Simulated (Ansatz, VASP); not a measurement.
# W in VASP and in Ansatz

File INCAR:

```
PREC     = Accurate       # precision mode
ENCUT    = 500            # plane-wave cutoff, eV
EDIFF    = 1E-7           # SCF threshold, eV
ISMEAR   = 0              # smearing method
SIGMA    = 0.1            # smearing width, eV
LREAL    = F              # projectors in reciprocal space
LASPH    = T              # aspherical terms in the spheres
NELM     = 120            # most SCF steps
ALGO     = Normal         # electronic algorithm
ISIF     = 3              # what is computed and relaxed
LWAVE    = F              # write WAVECAR
LCHARG   = F              # write CHGCAR
GGA      = PS             # functional
IBRION   = 2              # ionic algorithm
NSW      = 90             # ionic steps
EDIFFG   = -0.04          # ionic threshold
GGA_COMPAT= F            
NELMIN   = 4
```

The input KPOINTS:

```
Automatic mesh
0
Gamma
  8 8 8
```

Contents of POSCAR:

```
W
1.0
   -1.5851577801      1.5851577801      1.5851577801
    1.5851577801     -1.5851577801      1.5851577801
    1.5851577801      1.5851577801     -1.5851577801
W
1
Direct
    0.0000000000      0.0000000000      0.0000000000
```

Input for Ansatz:

```yaml
crystal:
  lattice:
    - [-1.5851577801, 1.5851577801, 1.5851577801]
    - [1.5851577801, -1.5851577801, 1.5851577801]
    - [1.5851577801, 1.5851577801, -1.5851577801]
  atoms:
    - { symbol: W, position: [0.0, 0.0, 0.0] }
basis:
  ecutwfc: 420
kpoints:
  mp_grid: { grid: [8, 8, 8] }
hamiltonian:
  xc: pbesol
scf:
  occupations: { method: gaussian, width: 0.1 }
  lower_state_search: "off"
output:
  forces: true
  stress: true
  eigenvalues: true
relax:
  adjacent_minimum: "off"
  f_tol: 0.04
  max_steps: 70
  cell: { stress_tol: 0.4 }
```

Alike in both runs: task relaxation of cell and atoms; functional PBEsol; k mesh 8 × 8 × 8; occupations gaussian, width 0.1 eV; no spin polarisation.

```csv
,VASP,Ansatz
version,VASP 6.6.1,Ansatz 0.2.0
potentials or method,"VASP PAW PBE potentials, release 64 (W_sv), cutoff 500 eV","scalar-relativistic, plane waves, PAW"
valence electrons in the cell,14,14
```

```csv
,VASP,Ansatz,Ansatz less VASP
"gap on the k mesh at the Fermi level, each at its own relaxed structure (eV)",none,none,-
relaxed volume (Å³/atom),15.75,15.73,-0.019
relaxed cell length with the largest relative difference (Å),2.735,2.734,-0.0011
```

VASP's potentials were made for PBE, not for PBEsol. A gap of «none» marks a metal or a gap that the smearing closes.

Spin-orbit coupling is off throughout.
